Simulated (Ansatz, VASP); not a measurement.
# Ga2GeO: VASP beside Ansatz

```
Ga Ge O
1.0
     3.56869    0.00000    0.00000
    -1.78435    3.09058    0.00000
     0.00000    0.00000    4.80366
Ga Ge O
2 1 1
Direct
  0.00000 0.00000 0.75048
  0.00000 0.00000 0.24952
  0.66667 0.33333 0.50000
  0.33333 0.66667 0.00000
```

Change from the starting cell: species swapped into the Co2SbTe type (P-6m2, No. 187).

Alike in both runs: task single point; functional PBE; k mesh 6 × 6 × 4; occupations gaussian, width 0.1 eV; no spin polarisation.

```csv
,VASP,Ansatz
version,VASP 6.6.1,Ansatz 0.2.0
potentials or method,"VASP PAW PBE potentials, release 64 (Ga_d, Ge_d, O), cutoff 520 eV","scalar-relativistic, plane waves, PAW"
valence electrons in the cell,46,46
```

```csv
,VASP,Ansatz,Ansatz less VASP
gap on the k mesh at the Fermi level (eV),none,none,-
rms of the force components (eV/Å),0.675,0.680,+0.0058
```

Atom by atom the forces differ by 0.006 eV/Å (rms over components). A gap of «none» marks a metal or a gap that the smearing closes.
